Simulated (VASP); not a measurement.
# Rb (P6_3/mmc) in VASP: notebook

Runs on Rb. Level: LDA. Tasks: single point.

Program: VASP 6.6.1. These are calculated values, not measurements. Logs are shortened: lines on timing, memory, paths and dates and some standing lists are left out, and cuts for length are marked.

## Step 1: The cell of the first run

The structure is hexagonal, space group P6_3/mmc (No. 194). The conventional cell has a = 4.651 Å, b = 4.651 Å, c = 7.670 Å, α = 90.00°, β = 90.00°, γ = 120.00°.

## Step 2: Single point, LDA (volume scaled by 0.92)

The input, INCAR:

```
SYSTEM = Rb
PREC = Accurate ; ENCUT = 520
EDIFF = 1E-6 ; ISMEAR = -1
SIGMA = 0.1 ; LREAL = .FALSE.
LASPH = .TRUE. ; NELM = 60
ALGO = Normal ; ISIF = 2
LWAVE = .FALSE. ; LCHARG = .FALSE.
GGA = CA ; NBANDS = 16
```

The input, KPOINTS:

```
Automatic mesh
0
G
  9 9 5
  0 0 0
```

The input, POSCAR:

```
Rb
1.0
    4.6513414467      0.0000000000      0.0000000000
   -2.3256707233      4.0281798545      0.0000000000
    0.0000000000      0.0000000000      7.6698221206
Rb
2
Direct
    0.3333333333      0.6666666667      0.2500000000
    0.6666666667      0.3333333333      0.7500000000
```

Potentials or basis: VASP PAW LDA potentials, release 64 (Rb_sv).

Launch:

```sh
cat potpaw_LDA.64/Rb_sv/POTCAR > POTCAR
mpirun -np 1 vasp_std > vasp.out
```

OUTCAR:

```text
SYSTEM = Rb
   PREC = Accurate
   ENCUT = 520
   EDIFF = 1E-6
   ISMEAR = -1
   LREAL = .FALSE.
   LASPH = .TRUE.
   NELM = 60
   ISIF = 2
   GGA = CA

 ion  position               nearest neighbor table
   1  0.333  0.667  0.250-   2 4.68   2 4.68   2 4.68   2 4.68   2 4.68   2 4.68
   2  0.667  0.333  0.750-   1 4.68   1 4.68   1 4.68   1 4.68   1 4.68   1 4.68

  LATTYP: Found a hexagonal cell.
 ALAT       =     4.6513414467
 C/A-ratio  =     1.6489484181

  Lattice vectors:

 A1 = (   4.6513414467,   0.0000000000,   0.0000000000)
 A2 = (  -2.3256707233,   4.0281798545,   0.0000000000)
 A3 = (   0.0000000000,   0.0000000000,   7.6698221206)

Analysis of symmetry for initial positions (statically):
=====================================================================
 Subroutine PRICEL returns:
 Original cell was already a primitive cell.

 Routine SETGRP: Setting up the symmetry group for a
 hexagonal supercell.

 Subroutine GETGRP returns: Found 24 space group operations
 (whereof 12 operations were pure point group operations)
 out of a pool of 24 trial point group operations.

The static configuration has the point symmetry D_3d.
 The point group associated with its full space group is D_6h.

Analysis of symmetry for dynamics (positions and initial velocities):
=====================================================================
 Subroutine PRICEL returns:
 Original cell was already a primitive cell.

 Routine SETGRP: Setting up the symmetry group for a
 hexagonal supercell.

 Subroutine GETGRP returns: Found 24 space group operations
 (whereof 12 operations were pure point group operations)
 out of a pool of 24 trial point group operations.

The dynamic configuration has the point symmetry D_3d.
 The point group associated with its full space group is D_6h.

 Subroutine INISYM returns: Found 24 space group operations
 (whereof 12 operations are pure point group operations),
 and found     1 'primitive' translations

----------------------------------------------------------------------------------------

                                     Primitive cell

  volume of cell :     143.7052

  direct lattice vectors                    reciprocal lattice vectors
     4.651341447  0.000000000  0.000000000     0.214991742  0.124125540  0.000000000
    -2.325670723  4.028179855  0.000000000     0.000000000  0.248251080  0.000000000
     0.000000000  0.000000000  7.669822121     0.000000000  0.000000000  0.130381120

  length of vectors
     4.651341447  4.651341447  7.669822121     0.248251080  0.248251080  0.130381120

  position of ions in fractional coordinates (direct lattice)
     0.333333333  0.666666667  0.250000000
     0.666666667  0.333333333  0.750000000

  ion indices of the primitive-cell ions
   primitive index   ion index
                 1           1
                 2           2

----------------------------------------------------------------------------------------

 KPOINTS: Automatic mesh

Automatic generation of k-mesh.
 Grid dimensions read from file:
 generate k-points for:    9    9    5

 Generating k-lattice:

  Cartesian coordinates                     Fractional coordinates (reciprocal lattice)
     0.023887971  0.013791727  0.000000000     0.111111111 -0.000000000  0.000000000
     0.000000000  0.027583453  0.000000000     0.000000000  0.111111111  0.000000000
     0.000000000  0.000000000  0.026076224     0.000000000  0.000000000  0.200000000

  Length of vectors
     0.027583453  0.027583453  0.026076224

  Shift w.r.t. Gamma in fractional coordinates (k-lattice)
     0.000000000  0.000000000  0.000000000

 Subroutine IBZKPT returns following result:
 ===========================================

 Found     36 irreducible k-points:

 Following reciprocal coordinates:
            Coordinates               Weight
  0.000000  0.000000  0.000000      1.000000
  0.111111 -0.000000  0.000000      6.000000
  0.222222  0.000000  0.000000      6.000000
  0.333333 -0.000000  0.000000      6.000000
  0.444444  0.000000  0.000000      6.000000
  0.111111  0.111111  0.000000      6.000000
[... 16 lines left out ...]
  0.333333  0.222222  0.200000     24.000000
  0.333333  0.333333  0.200000      4.000000
 [... further k-points ...]
   k-points           NKPTS =     36   k-points in BZ     NKDIM =     36   number of bands    NBANDS=     16
   number of dos      NEDOS =    301   number of ions     NIONS =      2
   total plane-waves  NPLWV =  77760
   dimension x,y,z NGX =    36 NGY =   36 NGZ =   60
   dimension x,y,z NGXF=    72 NGYF=   72 NGZF=  120
   ions per type =               2
   NGX,Y,Z   is equivalent  to a cutoff of  12.87, 12.87, 13.01 a.u.
   NGXF,Y,Z  is equivalent  to a cutoff of  25.73, 25.73, 26.01 a.u.
 SYSTEM =  Rb
   PREC   = accura    normal or accurate (medium, high low for compatibility)
   ISTART =      0    job   : 0-new  1-cont  2-samecut
   ICHARG =      2    charge: 1-file 2-atom 10-const
[... 25 lines left out ...]
     AMIX     =   0.40;   BMIX     =  1.00
     AMIX_MAG =   1.60;   BMIX_MAG =  1.00
  volume/ion in A,a.u.               =      71.85       484.89
  Fermi-wavevector in a.u.,A,eV,Ry     =   0.819109  1.547891  9.128680  0.670939
  Thomas-Fermi vector in A             =   1.929855
   LORBIT       =      0    0 simple, 1 ext, 2 COOP (PROOUT), +10 PAW based schemes
   GGA     = CA    functional components
   LHFCALC =     F    Hartree Fock is set to
   AEXX    =    0.0000 exact exchange contribution
   IVDW    =     0    specifies the selected vdW correction
   LEPSILON=     F    determine dielectric tensor
   LRPA    =     F    only Hartree local field effects (RPA)
 non-spin polarized calculation
  energy-cutoff  :      520.00
  volume of cell :      143.71
 maximum number of plane-waves:      3889
 NGX is ok and might be reduce to    36
   NGX = 17   NGY = 17   NGZ = 29

 number of electron      18.0000000 magnetization

 Free energy of the ion-electron system (eV)
  ---------------------------------------------------
  ext. energy  EPLUGINS =         0.00000000
  ---------------------------------------------------
  free energy    TOTEN  =        -2.14152732 eV

  energy without entropy =       -2.08878746  energy(sigma->0) =       -2.11515739

 E-fermi :   0.3700     XC(G=0):  -6.3137

 val. band max:        0.3660576140   @ k =   0.0000   0.0000   0.0000
 cond. band min:       0.4017816764   @ k =   0.2222   0.0000   0.2000
 fundamental gap:      0.0357240624
 Fermi energy:         0.3700281748

 k-point     1 :       0.0000    0.0000    0.0000
  band No.  band energies     occupation
      1     -28.3215      2.00000
      2     -28.3099      2.00000
      3     -12.5993      2.00000
      4     -12.4115      2.00000
      5     -12.4115      2.00000
      6     -12.3868      2.00000
[... 8 lines left out ...]
     15       4.4216      0.00000
     16       4.4216      0.00000

 k-point     2 :       0.1111   -0.0000    0.0000
  band No.  band energies     occupation
      1     -28.3202      2.00000
      2     -28.3092      2.00000
      3     -12.5906      2.00000
      4     -12.4317      2.00000
      5     -12.4177      2.00000
      6     -12.4055      2.00000
[... 8 lines left out ...]
     15       4.2687      0.00000
     16       4.5750      0.00000

 k-point     3 :       0.2222    0.0000    0.0000
  band No.  band energies     occupation
      1     -28.3168      2.00000
      2     -28.3076      2.00000
      3     -12.5670      2.00000
      4     -12.4830      2.00000
      5     -12.4565      2.00000
      6     -12.4327      2.00000
[... 8 lines left out ...]
     15       4.3721      0.00000
     16       4.4739      0.00000

 k-point     4 :       0.3333   -0.0000    0.0000
  band No.  band energies     occupation
      1     -28.3127      2.00000
      2     -28.3060      2.00000
      3     -12.5417      2.00000
      4     -12.5351      2.00000
      5     -12.5117      2.00000
      6     -12.4491      2.00000
[... 8 lines left out ...]
     15       4.0564      0.00000
     16       5.0347      0.00000
[... 324 lines left out ...]
 k-point    22 :       0.2222    0.2222    0.2000
  band No.  band energies     occupation
      1     -28.3102      2.00000
      2     -28.3060      2.00000
      3     -12.5510      2.00000
      4     -12.5420      2.00000
      5     -12.4873      2.00000
      6     -12.4725      2.00000
[... 8 lines left out ...]
     15       3.1580      0.00000
     16       5.0281      0.00000

 k-point    23 :       0.3333    0.2222    0.2000
  band No.  band energies     occupation
      1     -28.3078      2.00000
      2     -28.3056      2.00000
      3     -12.5640      2.00000
      4     -12.5452      2.00000
      5     -12.5029      2.00000
      6     -12.4722      2.00000
[... 8 lines left out ...]
     15       3.3793      0.00000
     16       4.7099      0.00000

 k-point    24 :       0.3333    0.3333    0.2000
  band No.  band energies     occupation
      1     -28.3062      2.00000
      2     -28.3062      2.00000
      3     -12.5413      2.00000
      4     -12.5349      2.00000
      5     -12.5349      2.00000
      6     -12.4906      2.00000
[... 8 lines left out ...]
     15       3.5456      0.00000
     16       4.8611      0.00000

 [... further k-points ...]
[... 5 lines left out ...]
  --------------------------------------------------------------------------------------
  -------------------------------------------------------------------------------------
  Total        0.2984601      0.2984601      0.2904174      0.0000000     -0.0000000      0.0000000
  in kB        3.3275491      3.3275491      3.2378803      0.0000000     -0.0000000      0.0000000
  external PRESSURE =       3.2976595 kB  Pullay stress =       0.0000000 kB

 VOLUME and BASIS-vectors are now :
 -----------------------------------------------------------------------------
  energy-cutoff  :      520.00
  volume of cell :      143.71
      direct lattice vectors                 reciprocal lattice vectors
     4.651341447  0.000000000  0.000000000     0.214991742  0.124125540  0.000000000
    -2.325670723  4.028179855  0.000000000     0.000000000  0.248251080  0.000000000
     0.000000000  0.000000000  7.669822121     0.000000000  0.000000000  0.130381120

 POSITION                                       TOTAL-FORCE (eV/Angst)
 -----------------------------------------------------------------------------------
     -0.00000      2.68545      1.91746         0.000000      0.000000      0.000000
      2.32567      1.34273      5.75237        -0.000000     -0.000000      0.000000
 -----------------------------------------------------------------------------------
    total drift:                                0.000000     -0.000000      0.000000

  FREE ENERGIE OF THE ION-ELECTRON SYSTEM (eV)
  ---------------------------------------------------
  free  energy   TOTEN  =        -2.1415273186 eV

  energy  without entropy=       -2.0887874578  energy(sigma->0) =       -2.11515739
```

It took 2 min on 1 thread of AMD EPYC 7R43 (Zen 3), shared host; peak memory 0.19 GiB.

Results:

| Quantity | Value |
| --- | --- |
| Free energy | -2.1415 eV |
| Pressure | 0.3 GPa |
| Band gap on the k mesh | zero (band 9 reaches 1.39 eV, above the bottom of band 10 at -0.81 eV) |

Caveat: the cell differs from its parent crystal (volume scaled by 0.92).

## Step 3: Single point, LDA (volume scaled by 0.96)

The input, INCAR:

```
SYSTEM = Rb
PREC     = Accurate       ! precision mode
ENCUT    = 520            ! plane-wave cutoff, eV
EDIFF    = 1E-6           ! SCF threshold, eV
ISMEAR   = -1             ! smearing method
SIGMA    = 0.1            ! smearing width, eV
LREAL    = .FALSE.        ! projectors in reciprocal space
LASPH    = .TRUE.         ! aspherical terms in the spheres
NELM     = 60             ! most SCF steps
ALGO     = Normal         ! electronic algorithm
ISIF     = 2              ! what is computed and relaxed
LWAVE    = .FALSE.        ! write WAVECAR
LCHARG   = .FALSE.        ! write CHGCAR
NBANDS   = 16             ! bands
```

The input, KPOINTS:

```
regular mesh
0
G
  9 9 5
  0 0 0
```

The input, POSCAR:

```
Rb
1.0
    4.7177981603      0.0000000000      0.0000000000
   -2.3588990801      4.0857330567      0.0000000000
    0.0000000000      0.0000000000      7.7794058134
Rb
2
Direct
    0.3333333333      0.6666666667      0.2500000000
    0.6666666667      0.3333333333      0.7500000000
```

Potentials or basis: VASP PAW LDA potentials, release 64 (Rb_sv).

Launch:

```sh
cat potpaw_LDA.64/Rb_sv/POTCAR > POTCAR
mpirun -np 1 vasp_std > vasp.out
```

Run time: 1.7 min. Hardware: 1 thread of AMD EPYC 7R43 (Zen 3), shared host; peak memory 0.21 GiB.

The run converged. Its results:

```
Free energy            : -2.1507 eV
Pressure               : 0.1 GPa
Band gap on the k mesh : zero (band 9 reaches 1.28 eV, above the bottom of band 10 at -0.90 eV)
```

Levels at points of the mesh, in eV from the Fermi level:
```
           k point  band 6  band 7  band 8  band 9  band 10  band 11  band 12  band 13
(0.00, 0.00, 0.00)  -12.78  -12.78  -12.78   -2.26     0.01     0.83     3.57     3.57
```

Caveat: the cell differs from its parent crystal (volume scaled by 0.96).

## Step 4: Single point, LDA

This run uses another cell than the first one, of 78.10 Å³/atom, 1.087 times its volume.

The input, INCAR:

```
SYSTEM = Rb
ALGO     = Normal         ! electronic algorithm
EDIFF    = 1E-7           ! SCF threshold, eV
ENCUT    = 520            ! plane-wave cutoff, eV
ISIF     = 2              ! what is computed and relaxed
ISMEAR   = -1             ! smearing method
LASPH    = .True.         ! aspherical terms in the spheres
LCHARG   = .True.         ! write CHGCAR
LELF     = .True.         ! ELF
LREAL    = .False.        ! projectors in reciprocal space
LVHAR    = .True.       
LWAVE    = .False.        ! write WAVECAR
NBANDS   = 16             ! bands
NELM     = 80             ! most SCF steps
PREC     = Accurate       ! precision mode
SIGMA    = 0.1            ! smearing width, eV
```

The input, KPOINTS:

```
k-points
0
Gamma
  9 9 5
  0 0 0
```

The input, POSCAR:

```
Rb
1.0
    4.7824335642      0.0000000000      0.0000000000
   -2.3912167821      4.1417089585      0.0000000000
    0.0000000000      0.0000000000      7.8859862605
Rb
2
Direct
    0.3333333333      0.6666666667      0.2500000000
    0.6666666667      0.3333333333      0.7500000000
```

Launch:

```sh
cat potpaw_LDA.64/Rb_sv/POTCAR > POTCAR
mpirun -np 1 vasp_std > vasp.out
```

Run time: 1.9 min. Hardware: 1 thread of AMD EPYC 7R43 (Zen 3), shared host; peak memory 0.2 GiB.

It converged, with:

```
Free energy            : -2.1533 eV
Pressure               : 0.0 GPa
Band gap on the k mesh : zero (band 9 reaches 1.17 eV, above the bottom of band 10 at -0.99 eV)
```

Levels at points of the mesh, in eV from the Fermi level:
```
           k point  band 7  band 8  band 9  band 10  band 11  band 12
(0.00, 0.00, 0.00)  -12.80  -12.80   -2.20     0.03     0.80     3.54
```

## Step 5: Single point, LDA (volume scaled by 1.04)

The input, INCAR:

```
PREC = Accurate ; ENCUT = 520
EDIFF = 1E-6 ; ISMEAR = -1
SIGMA = 0.1 ; LREAL = False
LASPH = True ; NELM = 80
ALGO = Normal ; ISIF = 2
LWAVE = False ; LCHARG = False
NBANDS = 16
```

The input, KPOINTS:

```
Automatic mesh
0
Gamma
  9 9 5
```

The input, POSCAR:

```
Rb
1.0
    4.8453675387      0.0000000000      0.0000000000
   -2.4226837693      4.1962113792      0.0000000000
    0.0000000000      0.0000000000      7.9897611382
Rb
2
Direct
    0.3333333333      0.6666666667      0.2500000000
    0.6666666667      0.3333333333      0.7500000000
```

Launch:

```sh
cat potpaw_LDA.64/Rb_sv/POTCAR > POTCAR
mpirun -np 1 vasp_std > vasp.out
```

Wall time 2 min (1 thread of AMD EPYC 7R43 (Zen 3), shared host); peak memory 0.2 GiB.

The run converged. Its results:

```yaml
Free_energy: -2.1504 eV
Pressure: -0.1 GPa
Band_gap_on_the_k_mesh: zero (band 9 reaches 1.07 eV, above the bottom of band 10 at -1.06 eV)
```

Levels at points of the mesh, in eV from the Fermi level:
```csv
k point,band 5,band 6,band 7,band 8,band 9,band 10,band 11,band 12,band 13,band 14
"(0.00, 0.00, 0.00)",-12.84,-12.82,-12.82,-12.82,-2.14,0.04,0.77,3.51,3.51,3.51
```

Caveat: the cell differs from its parent crystal (volume scaled by 1.04).

## Step 6: Single point, LDA (volume scaled by 1.08)

The input, INCAR:

```
SYSTEM = Rb
PREC     = Accurate       ! precision mode
ENCUT    = 520            ! plane-wave cutoff, eV
EDIFF    = 1E-6           ! SCF threshold, eV
ISMEAR   = -1             ! smearing method
SIGMA    = 0.1            ! smearing width, eV
LREAL    = .FALSE.        ! projectors in reciprocal space
LASPH    = .TRUE.         ! aspherical terms in the spheres
NELM     = 60             ! most SCF steps
ALGO     = Normal         ! electronic algorithm
ISIF     = 2              ! what is computed and relaxed
LWAVE    = .FALSE.        ! write WAVECAR
LCHARG   = .TRUE.         ! write CHGCAR
LELF     = .TRUE.         ! ELF
LVHAR    = .TRUE.       
NBANDS   = 16             ! bands
```

The input, KPOINTS:

```
Automatic mesh
0
G
  9 9 5
  0 0 0
```

The input, POSCAR:

```
Rb
1.0
    4.9067078168      0.0000000000      0.0000000000
   -2.4533539084      4.2493336183      0.0000000000
    0.0000000000      0.0000000000      8.0909080927
Rb
2
Direct
    0.3333333333      0.6666666667      0.2500000000
    0.6666666667      0.3333333333      0.7500000000
```

Potentials or basis: VASP PAW LDA potentials, release 64 (Rb_sv).

Launch:

```sh
cat potpaw_LDA.64/Rb_sv/POTCAR > POTCAR
mpirun -np 1 vasp_std > vasp.out
```

Run time: 2 min. Hardware: 1 thread of AMD EPYC 7R43 (Zen 3), shared host; peak memory 0.21 GiB.

Results (log left out):

```yaml
Free_energy: -2.1430 eV
Pressure: -0.2 GPa
Band_gap_on_the_k_mesh: zero (band 9 reaches 0.98 eV, above the bottom of band 10 at -1.13 eV)
```

Levels at points of the mesh, in eV from the Fermi level:
```
           k point  band 7  band 8  band 9  band 10  band 11  band 12
(0.00, 0.00, 0.00)  -12.84  -12.84   -2.09     0.05     0.74     3.49
```

Caveat: the cell differs from its parent crystal (volume scaled by 1.08).

## Step 7: Single point, LDA (volume scaled by 1.12)

The input, INCAR:

```
ALGO = Normal
EDIFF = 1E-6
ENCUT = 520
GGA = CA
ISIF = 2
ISMEAR = -1
LASPH = T
LCHARG = T
LELF = T
LREAL = F
LVHAR = T
LWAVE = F
NBANDS = 16
NELM = 60
PREC = Accurate
SIGMA = 0.1
```

The input, KPOINTS:

```
k-points
0
Gamma
  9 9 5
```

The input, POSCAR:

```
Rb
1.0
    4.9665516149      0.0000000000      0.0000000000
   -2.4832758075      4.3011598677      0.0000000000
    0.0000000000      0.0000000000      8.1895874289
Rb
2
Direct
    0.3333333333      0.6666666667      0.2500000000
    0.6666666667      0.3333333333      0.7500000000
```

Launch:

```sh
cat potpaw_LDA.64/Rb_sv/POTCAR > POTCAR
mpirun -np 1 vasp_std > vasp.out
```

Wall time 2.5 min (1 thread of AMD EPYC 7R43 (Zen 3), shared host); peak memory 0.24 GiB.

It converged, with:

```
Free energy            : -2.1318 eV
Pressure               : -0.3 GPa
Band gap on the k mesh : zero (band 9 reaches 0.89 eV, above the bottom of band 10 at -1.19 eV)
```

Levels at points of the mesh, in eV from the Fermi level:
```csv
k point,band 7,band 8,band 9,band 10,band 11,band 12
"(0.00, 0.00, 0.00)",-12.86,-12.86,-2.04,0.06,0.72,3.46
```

Caveat: the cell differs from its parent crystal (volume scaled by 1.12).

## Step 8: Overview

| cell | gap on the mesh (eV) | pressure (GPa) |
| --- | --- | --- |
| a = 4.651, b = 4.651, c = 7.670 Å, angles 90.0, 90.0, 120.0°, 2 atoms | none | 0.3 |
| a = 4.718, b = 4.718, c = 7.779 Å, angles 90.0, 90.0, 120.0°, 2 atoms | none | 0.1 |
| a = 4.782, b = 4.782, c = 7.886 Å, angles 90.0, 90.0, 120.0°, 2 atoms | none | 0.0 |
| a = 4.845, b = 4.845, c = 7.990 Å, angles 90.0, 90.0, 120.0°, 2 atoms | none | -0.1 |
| a = 4.907, b = 4.907, c = 8.091 Å, angles 90.0, 90.0, 120.0°, 2 atoms | none | -0.2 |
| a = 4.967, b = 4.967, c = 8.190 Å, angles 90.0, 90.0, 120.0°, 2 atoms | none | -0.3 |

Alike in all rows: task single point; level LDA; potentials or basis VASP PAW LDA potentials, release 64 (Rb_sv); no spin polarisation; k mesh 9 × 9 × 5; cutoff (eV) 520; smearing fermi-dirac 0.1 eV.

Absolute energies hang on the potentials; compare differences alone.
